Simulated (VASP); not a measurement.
Os, 2 atoms in the cell. Symmetry: P6_3/mmc, No. 194, hexagonal system. Conventional cell: a = 2.729 Å, b = 2.729 Å, c = 4.308 Å, α = 90.00°, β = 90.00°, γ = 120.00°. Os (site symmetry -6m2) has 12 Os at 2.67 to 2.73 Å within 3.5 Å. 

- Program: VASP 6.6.1
- Task: single point
- Functional: PBEsol
- Potentials or basis: VASP PAW PBE potentials, release 64 (Os)
- Cutoff: 520 eV
- k mesh: 19 × 19 × 11
- Occupations: fermi-dirac, width 0.1 eV
- Spin: no spin polarisation
- Dipole correction: no
- Further INCAR settings: ALGO = Normal; EDIFF = 1e-07; NBANDS = 15

Potentials or basis: VASP PAW PBE potentials, release 64 (Os).

The run is started by

```bash
$ cat potpaw_PBE.64/Os/POTCAR > POTCAR
$ mpirun -np 1 vasp_std > vasp.out
```

Hardware: 1 thread of Intel(R) Xeon(R) Platinum 8259CL CPU @ 2.50GHz (Skylake/Cascade Lake), on a shared host.

Task: Estimate the wall time of this run.

Result: Run time: 69 s on 1 thread of Intel(R) Xeon(R) Platinum 8259CL CPU @ 2.50GHz (Skylake/Cascade Lake), with other jobs on the host, peak memory 0.21 GiB. Counts: scf iterations 14, k points 240.
